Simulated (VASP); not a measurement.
# TaSi2 (P3_212) in VASP: single point with PBEsol

Aim: the single point of TaSi2 with PBEsol.

All numbers are computed with VASP 6.6.1; they aren't measurements. Logs are shortened: lines on timing, memory, paths and dates and some standing lists are left out, and cuts for length are marked.

### 1 The cell of the first run

The structure is trigonal, space group P3_212 (No. 153). The conventional cell has a = 4.761 Å, b = 4.761 Å, c = 6.556 Å, α = 90.00°, β = 90.00°, γ = 120.00°. Ta (site symmetry 2) has 10 Si at 2.60 to 2.82 Å and 4 Ta at 3.18 to 3.28 Å within 3.4 Å. Si (site symmetry 2) has 9 Si at 2.55 to 3.27 Å and 5 Ta at 2.60 to 2.82 Å within 3.4 Å. Si (site symmetry 2) has 9 Si at 2.55 to 3.35 Å and 5 Ta at 2.60 to 2.80 Å within 3.4 Å.

### 2 Single point, PBEsol (atoms displaced along a vibrational mode)

The input, INCAR:

```
ALGO = Normal
EDIFF = 1E-7
ENCUT = 520
GGA = PS
ISIF = 2
ISMEAR = 0
LASPH = True
LCHARG = False
LREAL = False
LWAVE = False
NBANDS = 38
NELM = 80
PREC = Accurate
SIGMA = 0.15
```

The input, KPOINTS:

```
k-points
0
Gamma
  12 12 6
```

The input, POSCAR:

```
TaSi2
1.0
    4.7608595319      0.0000000000      0.0000000000
   -2.3804297659      4.1230252985      0.0000000000
    0.0000000000      0.0000000000      6.5557841497
Ta Si
3 6
Direct
    0.5045476316      0.0090952631      0.5000000000
    0.5045476316      0.4954523684      0.8333333333
   -0.0090952631      0.4954523684      0.1666666667
    0.1627116378      0.3254232757      0.5000000000
    0.8441765518      0.1558234482      0.8333333333
    0.6745767243      0.8372883622      0.1666666667
    0.8441765518      0.6883531037      0.5000000000
    0.1627116378      0.8372883622      0.8333333333
    0.3116468963      0.1558234482      0.1666666667
```

Potentials or basis: VASP PAW PBE potentials, release 64 (Ta_pv, Si).

Run with:

```console
cat potpaw_PBE.64/Ta_pv/POTCAR potpaw_PBE.64/Si/POTCAR > POTCAR
mpirun -np 1 vasp_std > vasp.out
```

OUTCAR:

```text
EDIFF = 1E-7
   ENCUT = 520
   GGA = PS
   ISIF = 2
   ISMEAR = 0
   LASPH = True
   LREAL = False
   NELM = 80
   PREC = Accurate

 ion  position               nearest neighbor table
   1  0.505  0.009  0.500-   5 2.60   9 2.60   6 2.60   8 2.60   4 2.71   4 2.71   7 2.72   7 2.72
                             7 2.80   4 2.82   2 3.18   3 3.18   2 3.28   3 3.28
   2  0.505  0.495  0.833-   7 2.60   9 2.60   4 2.60   6 2.60   8 2.71   8 2.71   5 2.72   5 2.72
                             5 2.80   8 2.82   1 3.18   3 3.18   1 3.28   3 3.28
   3  0.991  0.495  0.167-   7 2.60   5 2.60   4 2.60   8 2.60   6 2.71   6 2.71   9 2.72   9 2.72
                             9 2.80   6 2.82   1 3.18   2 3.18   1 3.28   2 3.28
   4  0.163  0.325  0.500-   9 2.55   5 2.55   3 2.60   2 2.60   7 2.63   1 2.71   1 2.71   7 2.81
                             7 2.81   1 2.82
   5  0.844  0.156  0.833-   4 2.55   6 2.55   1 2.60   3 2.60   8 2.63   2 2.72   2 2.72   2 2.80
                             8 2.81   8 2.81   7 3.12   9 3.12
   6  0.675  0.837  0.167-   7 2.55   5 2.55   1 2.60   2 2.60   9 2.63   3 2.71   3 2.71   9 2.81
                             9 2.81   3 2.82
   7  0.844  0.688  0.500-   6 2.55   8 2.55   2 2.60   3 2.60   4 2.63   1 2.72   1 2.72   1 2.80
                             4 2.81   4 2.81   5 3.12   9 3.12
   8  0.163  0.837  0.833-   7 2.55   9 2.55   1 2.60   3 2.60   5 2.63   2 2.71   2 2.71   5 2.81
                             5 2.81   2 2.82
   9  0.312  0.156  0.167-   4 2.55   8 2.55   1 2.60   2 2.60   6 2.63   3 2.72   3 2.72   3 2.80
                             6 2.81   6 2.81   7 3.12   5 3.12

  LATTYP: Found a hexagonal cell.
 ALAT       =     4.7608595319
 C/A-ratio  =     1.3770169243

  Lattice vectors:

 A1 = (   4.7608595319,   0.0000000000,   0.0000000000)
 A2 = (  -2.3804297659,   4.1230252985,   0.0000000000)
 A3 = (   0.0000000000,   0.0000000000,   6.5557841497)

Analysis of symmetry for initial positions (statically):
=====================================================================
 Subroutine PRICEL returns:
 Original cell was already a primitive cell.

 Routine SETGRP: Setting up the symmetry group for a
 hexagonal supercell.

 Subroutine GETGRP returns: Found  6 space group operations
 (whereof  2 operations were pure point group operations)
 out of a pool of 24 trial point group operations.

The static configuration has the point symmetry C_2 .
 The point group associated with its full space group is D_3 .

Analysis of symmetry for dynamics (positions and initial velocities):
=====================================================================
 Subroutine PRICEL returns:
[... 134 lines left out ...]
   PSTRESS=    0.0 pullay stress
   NELECT =      57.0000    total number of electrons
   NUPDOWN=      -1.0000    fix difference up-down
   EMIN   =  10.00;   EMAX   =-10.00  energy-range for DOS
   EFERMI =   0.00;   METHOD = LEGACY
   ISMEAR =     0;   SIGMA  =   0.15  broadening in eV -4-tet -1-fermi 0-gaus
   EFERMI_NEDOS =   21; number of points for ismear=-14 and -15
   IALGO  =     38    algorithm
   IMIX   =      4    mixing-type and parameters
     AMIX     =   0.40;   BMIX     =  1.00
     AMIX_MAG =   1.60;   BMIX_MAG =  1.00
  volume/ion in A,a.u.               =      14.30        96.49
  Fermi-wavevector in a.u.,A,eV,Ry     =   1.247933  2.358251 21.188838  1.557336
  Thomas-Fermi vector in A             =   2.382042
   LORBIT       =      0    0 simple, 1 ext, 2 COOP (PROOUT), +10 PAW based schemes
   GGA     = PS    functional components
   LHFCALC =     F    Hartree Fock is set to
   AEXX    =    0.0000 exact exchange contribution
   IVDW    =     0    specifies the selected vdW correction
   LEPSILON=     F    determine dielectric tensor
   LRPA    =     F    only Hartree local field effects (RPA)
 non-spin polarized calculation
 Gauss-broadening in eV      SIGMA  =   0.15
  energy-cutoff  :      520.00
  volume of cell :      128.68
 maximum number of plane-waves:      3501
   NGX = 17   NGY = 17   NGZ = 25

 number of electron      57.0000002 magnetization

 Free energy of the ion-electron system (eV)
  ---------------------------------------------------
  ext. energy  EPLUGINS =         0.00000000
  ---------------------------------------------------
  free energy    TOTEN  =       -77.34610315 eV

  energy without entropy =      -77.30595134  energy(sigma->0) =      -77.32602724

 E-fermi :   9.4004     XC(G=0): -12.2048

 val. band max:        9.3965215492   @ k =   0.4167   0.1667   0.1667
 cond. band min:       9.4005825568   @ k =   0.3333   0.0833   0.5000
 fundamental gap:      0.0040610076
 Fermi energy:         9.4004315480

 k-point     1 :       0.0000    0.0000    0.0000
  band No.  band energies     occupation
      1     -24.8955      2.00000
      2     -24.8955      2.00000
      3     -24.8880      2.00000
      4     -24.8169      2.00000
      5     -24.8169      2.00000
      6     -24.7342      2.00000
[... 973 lines left out ...]
     37      13.4900      0.00000
     38      13.7364      0.00000

 [... further k-points ...]

------------------------ aborting loop because EDIFF is reached ----------------------------------------

  FORCE on cell =-STRESS in cart. coord.  units (eV):
  Direction    XX          YY          ZZ          XY          YZ          ZX
  --------------------------------------------------------------------------------------
  -------------------------------------------------------------------------------------
  Total        0.2506493      0.2506493      0.3826240      0.0000000      0.0000000      0.0000000
  in kB        3.1206930      3.1206930      4.7638351      0.0000000      0.0000000      0.0000000
  external PRESSURE =       3.6684071 kB  Pullay stress =       0.0000000 kB

 VOLUME and BASIS-vectors are now :
 -----------------------------------------------------------------------------
  energy-cutoff  :      520.00
  volume of cell :      128.68
      direct lattice vectors                 reciprocal lattice vectors
     4.760859532  0.000000000  0.000000000     0.210046105  0.121270175  0.000000000
    -2.380429766  4.123025298  0.000000000     0.000000000  0.242540350  0.000000000
     0.000000000  0.000000000  6.555784150     0.000000000  0.000000000  0.152537054

 POSITION                                       TOTAL-FORCE (eV/Angst)
 -----------------------------------------------------------------------------------
      2.38043      0.03750      3.27789        -0.000000     -0.286090      0.000000
      1.22269      2.04276      5.46315        -0.247761      0.143045      0.000000
      3.53817      2.04276      1.09263         0.247761      0.143045     -0.000000
     -0.00000      1.34173      3.27789        -0.000000     -0.023875      0.000000
      3.64808      0.64246      5.46315        -0.037195      0.021474     -0.000000
      1.21846      3.45216      1.09263         0.020676      0.011937     -0.000000
      2.38043      2.83810      3.27789        -0.000000     -0.042949      0.000000
     -1.21846      3.45216      5.46315        -0.020676      0.011937      0.000000
      1.11278      0.64246      1.09263         0.037195      0.021474      0.000000
 -----------------------------------------------------------------------------------
    total drift:                               -0.000001     -0.000000     -0.000000

  FREE ENERGIE OF THE ION-ELECTRON SYSTEM (eV)
  ---------------------------------------------------
  free  energy   TOTEN  =       -77.3461031504 eV

  energy  without entropy=      -77.3059513366  energy(sigma->0) =      -77.32602724
```

Run time: 4.4 min. Hardware: 1 thread of Intel Xeon 6975P-C (Granite Rapids), shared host; peak memory 0.49 GiB.

Results:

```yaml
Free_energy: -77.3461 eV
Pressure: 0.4 GPa
Largest_force: 0.286 eV/Å
Band_gap_on_the_k_mesh: zero (an odd number of electrons rules out a gap without spin polarisation)
```

Forces on the atoms (eV/Å):
```
Ta   0.000 -0.286  0.000
Ta  -0.248  0.143  0.000
Ta   0.248  0.143  0.000
Si   0.000 -0.024  0.000
Si  -0.037  0.021  0.000
Si   0.021  0.012  0.000
Si   0.000 -0.043  0.000
Si  -0.021  0.012  0.000
Si   0.037  0.021  0.000
```

Levels at points of the mesh, in eV from the Fermi level:
```tsv
k point	band 26	band 27	band 28	band 29	band 30	band 31	band 32	band 33
(0.00, 0.00, 0.00)	-2.39	-2.22	-2.22	-1.49	0.70	2.99	2.99	3.37
(0.50, 0.00, 0.00)	-1.12	-0.80	-0.09	-0.01	0.86	1.22	1.61	1.96
(0.00, 0.00, 0.50)	-1.98	-1.78	-1.78	1.12	1.12	2.68	2.68	3.34
(0.50, 0.00, 0.50)	-2.00	-1.85	-0.73	-0.22	1.56	1.98	2.55	2.60
```

Caveat: the cell differs from its parent crystal (atoms displaced along a vibrational mode); the PAW data sets were made with another functional, which shifts forces and pressure a little; spin-orbit coupling is left out, which moves the levels of the heavy elements.
